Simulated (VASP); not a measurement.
# ZnCd3O4 (P4/mmm) in VASP: notebook

The runs below take ZnCd3O4 through single point, with PBE.

Everything below comes from runs of VASP 6.6.1. Logs are shortened: lines on timing, memory, paths and dates and some standing lists are left out, and cuts for length are marked.

### Step 1. The cell of the first run

The structure is tetragonal, space group P4/mmm (No. 123). The conventional cell has a = 3.325 Å, b = 3.325 Å, c = 9.269 Å, α = 90.00°, β = 90.00°, γ = 90.00°. Zn (site symmetry 4/mmm) has 6 O at 2.15 to 2.35 Å within 2.8 Å. Within 3.0 Å of Cd (site symmetry 4mm) lie 6 O at 2.24 to 2.40 Å. Cd (site symmetry 4/mmm) has 6 O at 2.35 to 2.49 Å within 3.1 Å. O (site symmetry 4mm) has 1 Zn at 2.15 Å and 5 Cd at 2.35 to 2.49 Å within 2.8 Å. Within 3.1 Å of O (site symmetry 4/mmm) lie 6 Cd at 2.35 to 2.40 Å. O (site symmetry 4/mmm) has 2 Cd at 2.24 Å and 4 Zn at 2.35 Å within 3.0 Å.

### Step 2. Single point, PBE

Contents of INCAR:

```
SYSTEM = ZnCd3O4
PREC = Accurate ; ENCUT = 520
EDIFF = 1E-7 ; ISMEAR = 0
SIGMA = 0.1 ; LREAL = .FALSE.
LASPH = .TRUE. ; NELM = 80
ALGO = Normal ; ISIF = 2
LWAVE = .FALSE. ; LCHARG = .TRUE.
GGA = PE ; LELF = .TRUE.
LVHAR = .TRUE. ; NBANDS = 46
```

Contents of KPOINTS:

```
regular mesh
0
G
  6 6 2
  0 0 0
```

Contents of POSCAR:

```
ZnCd3O4
1.0
    3.3252980000      0.0000000000      0.0000000000
    0.0000000000      3.3252980000      0.0000000000
    0.0000000000      0.0000000000      9.2687760000
Zn Cd O
1 3 4
Direct
    0.0000000000      0.0000000000      0.0000000000
    0.5000000000      0.5000000000      0.2415340000
    0.0000000000      0.0000000000      0.5000000000
    0.5000000000      0.5000000000      0.7584660000
    0.0000000000      0.0000000000      0.2318760000
    0.5000000000      0.5000000000      0.5000000000
    0.0000000000      0.0000000000      0.7681240000
    0.5000000000      0.5000000000      0.0000000000
```

Potentials or basis: VASP PAW PBE potentials, release 64 (Zn, Cd, O).

Run with:

```
> cat potpaw_PBE.64/Zn/POTCAR potpaw_PBE.64/Cd/POTCAR potpaw_PBE.64/O/POTCAR > POTCAR
> mpirun -np 1 vasp_std > vasp.out
```

OUTCAR:

```text
SYSTEM = ZnCd3O4
   PREC = Accurate
   ENCUT = 520
   EDIFF = 1E-7
   ISMEAR = 0
   LREAL = .FALSE.
   LASPH = .TRUE.
   NELM = 80
   ISIF = 2
   GGA = PE

 ion  position               nearest neighbor table
   1  0.000  0.000  0.000-   5 2.15   7 2.15   8 2.35   8 2.35   8 2.35   8 2.35   4 3.25   4 3.25
                             2 3.25   4 3.25   2 3.25   2 3.25   4 3.25   2 3.25
   2  0.500  0.500  0.242-   8 2.24   5 2.35   5 2.35   5 2.35   5 2.35   6 2.40   1 3.25   1 3.25
                             1 3.25   1 3.25   3 3.36   3 3.36   3 3.36   3 3.36
   3  0.000  0.000  0.500-   6 2.35   6 2.35   6 2.35   6 2.35   7 2.49   5 2.49   4 3.36   4 3.36
                             2 3.36   4 3.36   2 3.36   2 3.36   4 3.36   2 3.36
   4  0.500  0.500  0.758-   8 2.24   7 2.35   7 2.35   7 2.35   7 2.35   6 2.40   1 3.25   1 3.25
                             1 3.25   1 3.25   3 3.36   3 3.36   3 3.36   3 3.36
   5  0.000  0.000  0.232-   1 2.15   2 2.35   2 2.35   2 2.35   2 2.35   3 2.49
   6  0.500  0.500  0.500-   3 2.35   3 2.35   3 2.35   3 2.35   4 2.40   2 2.40
   7  0.000  0.000  0.768-   1 2.15   4 2.35   4 2.35   4 2.35   4 2.35   3 2.49
   8  0.500  0.500  0.000-   2 2.24   4 2.24   1 2.35   1 2.35   1 2.35   1 2.35

  LATTYP: Found a simple tetragonal cell.
 ALAT       =     3.3252980000
 C/A-ratio  =     2.7873519907

  Lattice vectors:

 A1 = (   3.3252980000,   0.0000000000,   0.0000000000)
 A2 = (   0.0000000000,   3.3252980000,   0.0000000000)
 A3 = (   0.0000000000,   0.0000000000,   9.2687760000)

Analysis of symmetry for initial positions (statically):
=====================================================================
 Subroutine PRICEL returns:
 Original cell was already a primitive cell.

 Routine SETGRP: Setting up the symmetry group for a
 simple tetragonal supercell.

 Subroutine GETGRP returns: Found 16 space group operations
 (whereof 16 operations were pure point group operations)
 out of a pool of 16 trial point group operations.

The static configuration has the point symmetry D_4h.

Analysis of symmetry for dynamics (positions and initial velocities):
=====================================================================
 Subroutine PRICEL returns:
 Original cell was already a primitive cell.

 Routine SETGRP: Setting up the symmetry group for a
 simple tetragonal supercell.

 Subroutine GETGRP returns: Found 16 space group operations
 (whereof 16 operations were pure point group operations)
 out of a pool of 16 trial point group operations.

The dynamic configuration has the point symmetry D_4h.

 Subroutine INISYM returns: Found 16 space group operations
 (whereof 16 operations are pure point group operations),
 and found     1 'primitive' translations

----------------------------------------------------------------------------------------

                                     Primitive cell

  volume of cell :     102.4905

  direct lattice vectors                    reciprocal lattice vectors
     3.325298000  0.000000000  0.000000000     0.300724928  0.000000000  0.000000000
     0.000000000  3.325298000  0.000000000     0.000000000  0.300724928  0.000000000
     0.000000000  0.000000000  9.268776000     0.000000000  0.000000000  0.107889111

  length of vectors
     3.325298000  3.325298000  9.268776000     0.300724928  0.300724928  0.107889111

  position of ions in fractional coordinates (direct lattice)
     0.000000000  0.000000000  0.000000000
     0.500000000  0.500000000  0.241534000
     0.000000000  0.000000000  0.500000000
     0.500000000  0.500000000  0.758466000
     0.000000000  0.000000000  0.231876000
     0.500000000  0.500000000  0.500000000
     0.000000000  0.000000000  0.768124000
     0.500000000  0.500000000  0.000000000

  ion indices of the primitive-cell ions
   primitive index   ion index
                 1           1
                 2           2
                 3           3
                 4           4
                 5           5
                 6           6
                 7           7
                 8           8

----------------------------------------------------------------------------------------

 KPOINTS: regular mesh

Automatic generation of k-mesh.
 Grid dimensions read from file:
 generate k-points for:    6    6    2

 Generating k-lattice:

  Cartesian coordinates                     Fractional coordinates (reciprocal lattice)
     0.050120821  0.000000000  0.000000000     0.166666667  0.000000000  0.000000000
     0.000000000  0.050120821  0.000000000     0.000000000  0.166666667  0.000000000
     0.000000000  0.000000000  0.053944555     0.000000000  0.000000000  0.500000000

  Length of vectors
     0.050120821  0.050120821  0.053944555

  Shift w.r.t. Gamma in fractional coordinates (k-lattice)
     0.000000000  0.000000000  0.000000000

 Subroutine IBZKPT returns following result:
 ===========================================

 Found     20 irreducible k-points:

 Following reciprocal coordinates:
            Coordinates               Weight
  0.000000  0.000000  0.000000      1.000000
  0.166667  0.000000  0.000000      4.000000
  0.333333  0.000000  0.000000      4.000000
  0.500000  0.000000  0.000000      2.000000
  0.166667  0.166667  0.000000      4.000000
  0.333333  0.166667  0.000000      8.000000
[... 12 lines left out ...]
  0.500000  0.333333  0.500000      4.000000
  0.500000  0.500000  0.500000      1.000000
   k-points           NKPTS =     20   k-points in BZ     NKDIM =     20   number of bands    NBANDS=     46
   number of dos      NEDOS =    301   number of ions     NIONS =      8
   total plane-waves  NPLWV =  54880
   dimension x,y,z NGX =    28 NGY =   28 NGZ =   70
   dimension x,y,z NGXF=    56 NGYF=   56 NGZF=  140
   ions per type =               1   3   4
   NGX,Y,Z   is equivalent  to a cutoff of  14.00, 14.00, 12.56 a.u.
   NGXF,Y,Z  is equivalent  to a cutoff of  28.00, 28.00, 25.11 a.u.
 SYSTEM =  ZnCd3O4
   PREC   = accura    normal or accurate (medium, high low for compatibility)
   ISTART =      0    job   : 0-new  1-cont  2-samecut
   ICHARG =      2    charge: 1-file 2-atom 10-const
   ISPIN  =      1    spin polarized calculation?
   LNONCOLLINEAR =      F non collinear calculations
   LSORBIT =      F    spin-orbit coupling
   LASPH  =      T    aspherical Exc in radial PAW
   ENCUT  =  520.0 eV  38.22 Ry    6.18 a.u.   6.18  6.18 17.23*2*pi/ulx,y,z
   NELM   =     80;   NELMIN=  2; NELMDL= -5     # of ELM steps
   EDIFF  = 0.1E-06   stopping-criterion for ELM
   LREAL  =      F    real-space projection
   EDIFFG = 0.1E-05   stopping-criterion for IOM
   NSW    =      0    number of steps for IOM
   IBRION =     -1    ionic relax: 0-MD 1-quasi-New 2-CG
   NFREE  =      0    steps in history (QN), initial steepest desc. (CG)
   ISIF   =      2    stress and relaxation
   ISYM   =      2    0-nonsym 1-usesym 2-fastsym
   POTIM  = 0.5000    time-step for ionic-motion
   TEBEG  =    0.0;   TEEND  =   0.0 temperature during run
   PSTRESS=    0.0 pullay stress
   NELECT =      72.0000    total number of electrons
   NUPDOWN=      -1.0000    fix difference up-down
   EMIN   =  10.00;   EMAX   =-10.00  energy-range for DOS
   EFERMI =   0.00;   METHOD = LEGACY
   ISMEAR =     0;   SIGMA  =   0.10  broadening in eV -4-tet -1-fermi 0-gaus
   EFERMI_NEDOS =   21; number of points for ismear=-14 and -15
   IALGO  =     38    algorithm
   IMIX   =      4    mixing-type and parameters
     AMIX     =   0.40;   BMIX     =  1.00
     AMIX_MAG =   1.60;   BMIX_MAG =  1.00
  volume/ion in A,a.u.               =      12.81        86.45
  Fermi-wavevector in a.u.,A,eV,Ry     =   1.455318  2.750152 28.816455  2.117950
  Thomas-Fermi vector in A             =   2.572366
   LORBIT       =      0    0 simple, 1 ext, 2 COOP (PROOUT), +10 PAW based schemes
   GGA     = PE    functional components
   LHFCALC =     F    Hartree Fock is set to
   AEXX    =    0.0000 exact exchange contribution
   IVDW    =     0    specifies the selected vdW correction
   LEPSILON=     F    determine dielectric tensor
   LRPA    =     F    only Hartree local field effects (RPA)
 non-spin polarized calculation
 Gauss-broadening in eV      SIGMA  =   0.10
  energy-cutoff  :      520.00
  volume of cell :      102.49
 maximum number of plane-waves:      2808
 NGX is ok and might be reduce to    28
   NGX = 13   NGY = 13   NGZ = 35

 number of electron      72.0000033 magnetization

 Free energy of the ion-electron system (eV)
  ---------------------------------------------------
  ext. energy  EPLUGINS =         0.00000000
  ---------------------------------------------------
  free energy    TOTEN  =       -31.44703515 eV

  energy without entropy =      -31.44421196  energy(sigma->0) =      -31.44562355

 E-fermi :   2.0165     XC(G=0): -11.5376

 val. band max:        1.9873984998   @ k =   0.5000   0.0000   0.0000
 cond. band min:       2.9022451105   @ k =   0.1667   0.0000   0.0000
 fundamental gap:      0.9148466108
 Fermi energy:         2.0165137456

 k-point     1 :       0.0000    0.0000    0.0000
  band No.  band energies     occupation
      1     -15.6140      2.00000
      2     -15.2349      2.00000
      3     -15.1106      2.00000
      4     -14.5974      2.00000
      5      -5.5794      2.00000
      6      -5.2231      2.00000
[... 38 lines left out ...]
     45      13.5620      0.00000
     46      14.2380      0.00000

 k-point     2 :       0.1667    0.0000    0.0000
  band No.  band energies     occupation
      1     -15.4993      2.00000
      2     -15.1454      2.00000
      3     -15.0221      2.00000
      4     -14.5640      2.00000
      5      -5.5617      2.00000
      6      -5.3915      2.00000
[... 874 lines left out ...]
 k-point    20 :       0.5000    0.5000    0.5000
  band No.  band energies     occupation
      1     -15.1424      2.00000
      2     -14.8310      2.00000
      3     -14.8097      2.00000
      4     -14.4003      2.00000
      5      -5.4681      2.00000
      6      -5.4681      2.00000
[... 38 lines left out ...]
     45      11.3490      0.00000
     46      11.3490      0.00000

------------------------ aborting loop because EDIFF is reached ----------------------------------------

  FORCE on cell =-STRESS in cart. coord.  units (eV):
  Direction    XX          YY          ZZ          XY          YZ          ZX
  --------------------------------------------------------------------------------------
  -------------------------------------------------------------------------------------
  Total        0.8013684      0.8013684      0.8076104      0.0000000     -0.0000000      0.0000000
  in kB       12.5273511     12.5273511     12.6249301      0.0000000     -0.0000000      0.0000000
  external PRESSURE =      12.5598774 kB  Pullay stress =       0.0000000 kB

 VOLUME and BASIS-vectors are now :
 -----------------------------------------------------------------------------
  energy-cutoff  :      520.00
  volume of cell :      102.49
      direct lattice vectors                 reciprocal lattice vectors
     3.325298000  0.000000000  0.000000000     0.300724928  0.000000000  0.000000000
     0.000000000  3.325298000  0.000000000     0.000000000  0.300724928  0.000000000
     0.000000000  0.000000000  9.268776000     0.000000000  0.000000000  0.107889111

 POSITION                                       TOTAL-FORCE (eV/Angst)
 -----------------------------------------------------------------------------------
      0.00000      0.00000      0.00000        -0.000000      0.000000     -0.000000
      1.66265      1.66265      2.23872         0.000000     -0.000000      0.053086
      0.00000      0.00000      4.63439        -0.000000      0.000000     -0.000000
      1.66265      1.66265      7.03005        -0.000000     -0.000000     -0.053086
      0.00000      0.00000      2.14921        -0.000000      0.000000      0.004210
      1.66265      1.66265      4.63439        -0.000000      0.000000     -0.000000
      0.00000      0.00000      7.11957        -0.000000      0.000000     -0.004210
      1.66265      1.66265      0.00000        -0.000000      0.000000     -0.000000
 -----------------------------------------------------------------------------------
    total drift:                                0.000000      0.000000     -0.000000

  FREE ENERGIE OF THE ION-ELECTRON SYSTEM (eV)
  ---------------------------------------------------
  free  energy   TOTEN  =       -31.4470351472 eV

  energy  without entropy=      -31.4442119572  energy(sigma->0) =      -31.44562355
```

Run time: 57 s. Hardware: 1 thread of AMD EPYC 9R45 (Zen 5), shared host; peak memory 0.23 GiB.

What came out:

```yaml
Free_energy: -31.4470 eV
Pressure: 1.3 GPa
Largest_force: 0.053 eV/Å
Band_gap_on_the_k_mesh: zero (bands 36 and 37 overlap by 0.65 eV)
```

Forces on the atoms (eV/Å):
```
Zn   0.000  0.000  0.000
Cd   0.000  0.000  0.053
Cd   0.000  0.000  0.000
Cd   0.000  0.000 -0.053
O    0.000  0.000  0.004
O    0.000  0.000  0.000
O    0.000  0.000 -0.004
O    0.000  0.000  0.000
```

Levels at points of the mesh, in eV from the Fermi level:
```csv
k point,band 32,band 33,band 34,band 35,band 36,band 37,band 38,band 39,band 40,band 41
"(0.00, 0.00, 0.00)",-1.79,-1.79,-1.59,-1.20,-1.20,-0.68,3.03,3.56,3.76,8.34
"(0.50, 0.00, 0.00)",-0.45,-0.44,-0.29,-0.18,-0.03,3.94,4.28,4.77,5.33,6.76
"(0.50, 0.50, 0.00)",-2.55,-2.36,-2.20,-2.20,-1.90,3.01,3.87,5.29,6.05,8.00
"(0.00, 0.00, 0.50)",-2.20,-1.69,-1.69,-1.19,-1.19,0.93,1.45,3.90,4.09,7.85
"(0.50, 0.00, 0.50)",-0.77,-0.62,-0.48,-0.27,-0.21,4.15,4.59,4.63,5.25,6.81
"(0.50, 0.50, 0.50)",-2.43,-2.43,-2.23,-2.23,-1.97,3.75,4.23,4.75,4.84,7.97
```

Caveat: semilocal functionals underestimate gaps, and a narrow one can read as zero.

### Step 3. Single point, PBE

Contents of INCAR:

```
  PREC = Accurate
  ENCUT = 520
  EDIFF = 1E-6
  ISMEAR = 0
  SIGMA = 0.1
  LREAL = False
  LASPH = True
  NELM = 80
  ALGO = Normal
  ISIF = 2
  LWAVE = False
  LCHARG = False
  GGA = PE
  NBANDS = 46
```

Contents of KPOINTS:

```
regular mesh
0
Gamma
  12 12 4
```

POSCAR is that of step 2.

Potentials or basis: VASP PAW PBE potentials, release 64 (Zn, Cd, O).

Run with:

```
> cat potpaw_PBE.64/Zn/POTCAR potpaw_PBE.64/Cd/POTCAR potpaw_PBE.64/O/POTCAR > POTCAR
> mpirun -np 1 vasp_std > vasp.out
```

Wall time 3.4 min (1 thread of AMD EPYC 9R45 (Zen 5), shared host); peak memory 0.42 GiB.

It converged, with:

```yaml
Free_energy: -31.4379 eV
Pressure: 1.2 GPa
Largest_force: 0.051 eV/Å
Band_gap_on_the_k_mesh: zero (bands 36 and 37 overlap by 0.65 eV)
```

Forces in eV/Å, atoms in the order of the input:
```
Zn   0.000  0.000  0.000
Cd   0.000  0.000  0.051
Cd   0.000  0.000  0.000
Cd   0.000  0.000 -0.051
O    0.000  0.000  0.010
O    0.000  0.000  0.000
O    0.000  0.000 -0.010
O    0.000  0.000  0.000
```

Stress tensor (GPa, compression positive):
```
1.19 0.00 0.00
0.00 1.19 0.00
0.00 0.00 1.32
```

Levels at points of the mesh, in eV from the Fermi level:
```csv
k point,band 33,band 34,band 35,band 36,band 37,band 38,band 39,band 40
"(0.00, 0.00, 0.00)",-1.78,-1.58,-1.18,-1.18,-0.67,3.04,3.58,3.77
"(0.50, 0.00, 0.00)",-0.43,-0.28,-0.17,-0.01,3.95,4.29,4.78,5.34
"(0.50, 0.50, 0.00)",-2.36,-2.19,-2.19,-1.88,3.01,3.88,5.30,6.06
"(0.00, 0.00, 0.50)",-1.68,-1.68,-1.18,-1.18,0.94,1.46,3.92,4.10
"(0.50, 0.00, 0.50)",-0.61,-0.47,-0.25,-0.20,4.16,4.61,4.64,5.26
"(0.50, 0.50, 0.50)",-2.42,-2.21,-2.21,-1.95,3.75,4.24,4.76,4.85
```

Caveat: semilocal functionals underestimate gaps, and a narrow one can read as zero.

### Step 4. Single point, PBE, collinear spin, ferromagnetic start

Contents of INCAR:

```
ALGO = Normal ; EDIFF = 1E-6
ENCUT = 520 ; GGA = PE
ISIF = 2 ; ISMEAR = 0
ISPIN = 2 ; LASPH = True
LCHARG = False ; LORBIT = 11
LREAL = False ; LWAVE = False
MAGMOM = 0 0 0 0 1 1 1 1 ; NBANDS = 50
NELM = 150 ; PREC = Accurate
SIGMA = 0.1
```

Contents of KPOINTS:

```
k-points
0
Gamma
  6 6 2
```

POSCAR is that of step 3.

Run with:

```
> cat potpaw_PBE.64/Zn/POTCAR potpaw_PBE.64/Cd/POTCAR potpaw_PBE.64/O/POTCAR > POTCAR
> mpirun -np 1 vasp_std > vasp.out
```

Run time: 2 min. Hardware: 1 thread of AMD EPYC 9R45 (Zen 5), shared host; peak memory 0.32 GiB.

It converged, with:

```
Free energy                                           : -31.4470 eV
Pressure                                              : 1.3 GPa
Largest force                                         : 0.053 eV/Å
Band gap on the k mesh                                : zero (filled and empty bands overlap)
Net moment                                            : 0.00 μB per cell
Valence electrons inside the program's atomic spheres : Zn 10.54; Cd 10.25, 10.21 (each value once); O 4.93, 4.92 (each value once)
```

Forces in eV/Å, atoms in the order of the input:
```
Zn   0.000  0.000  0.000
Cd   0.000  0.000  0.053
Cd   0.000  0.000  0.000
Cd   0.000  0.000 -0.053
O    0.000  0.000  0.004
O    0.000  0.000  0.000
O    0.000  0.000 -0.004
O    0.000  0.000  0.000
```

Levels at points of the mesh, in eV from the Fermi level:
Spin up:
| k point | band 34 | band 35 | band 36 | band 37 | band 38 | band 39 |
| --- | --- | --- | --- | --- | --- | --- |
| (0.00, 0.00, 0.00) | -1.59 | -1.20 | -1.20 | -0.68 | 3.03 | 3.56 |
| (0.50, 0.00, 0.00) | -0.29 | -0.18 | -0.03 | 3.94 | 4.28 | 4.77 |
| (0.50, 0.50, 0.00) | -2.20 | -2.20 | -1.90 | 3.01 | 3.87 | 5.29 |
| (0.00, 0.00, 0.50) | -1.69 | -1.19 | -1.19 | 0.93 | 1.45 | 3.90 |
| (0.50, 0.00, 0.50) | -0.48 | -0.27 | -0.21 | 4.15 | 4.59 | 4.63 |
| (0.50, 0.50, 0.50) | -2.23 | -2.23 | -1.97 | 3.75 | 4.23 | 4.75 |
Spin down:
```csv
k point,band 33,band 34,band 35,band 36,band 37,band 38,band 39,band 40
"(0.00, 0.00, 0.00)",-1.79,-1.59,-1.20,-1.20,-0.68,3.03,3.56,3.76
"(0.50, 0.00, 0.00)",-0.44,-0.29,-0.18,-0.03,3.94,4.28,4.77,5.33
"(0.50, 0.50, 0.00)",-2.36,-2.20,-2.20,-1.90,3.01,3.87,5.29,6.05
"(0.00, 0.00, 0.50)",-1.69,-1.69,-1.19,-1.19,0.93,1.45,3.90,4.09
"(0.50, 0.00, 0.50)",-0.62,-0.48,-0.27,-0.21,4.15,4.59,4.63,5.25
"(0.50, 0.50, 0.50)",-2.43,-2.23,-2.23,-1.97,3.75,4.23,4.75,4.84
```

Caveat: semilocal functionals underestimate gaps, and a narrow one can read as zero.

### Step 5. The runs side by side

| spin | k mesh | gap on the mesh (eV) | pressure (GPa) | largest force (eV/Å) |
| --- | --- | --- | --- | --- |
| off | 6 × 6 × 2 | none | 1.3 | 0.05 |
| off | 12 × 12 × 4 | none | 1.2 | 0.05 |
| collinear, ferromagnetic start | 6 × 6 × 2 | none | 1.3 | 0.05 |

Alike in all rows: task single point; level PBE; potentials or basis VASP PAW PBE potentials, release 64 (Zn, Cd, O); cell as given; cutoff (eV) 520; smearing gaussian 0.1 eV.

Caveats: semilocal functionals underestimate gaps, and a narrow one can read as zero.

Absolute energies hang on the potentials; compare differences alone.

The gap in the log of VASP goes by the Fermi energy; the results here count the filled bands.